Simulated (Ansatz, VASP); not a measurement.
Two plane-wave programs on LiCl

```
CELL_PARAMETERS angstrom
4.16187 0.00000 0.00000
-2.08094 3.60429 0.00000
0.00000 0.00000 5.23255
ATOMIC_POSITIONS crystal
Li 0.33333 0.66667 0.25000
Li 0.66667 0.33333 0.75000
Cl 0.66667 0.33333 0.25000
Cl 0.33333 0.66667 0.75000
```

Alike in both runs: task single point; functional r2SCAN; k mesh 6 × 6 × 4; no spin polarisation.

```csv
,VASP,Ansatz
version,VASP 6.6.1,Ansatz 0.2.0
potentials or method,"VASP PAW PBE potentials, release 64 (Li_sv, Cl)","plane waves, PAW"
plane-wave cutoff (eV),520,500
occupations,"gaussian, width 0.01 eV",fixed
valence electrons in the cell,20,20
```

VASP gave:

| Item | Value |
| --- | --- |
| gap on the k mesh at the Fermi level (eV) | 6.35 |

Task: Estimate Ansatz's values.

Result: gap on the k mesh at the Fermi level (eV): 6.30.

VASP's potentials were made for PBE, not for r2SCAN.

Noted on VASP's run: the cutoff is short for stress, so the pressure is rough.
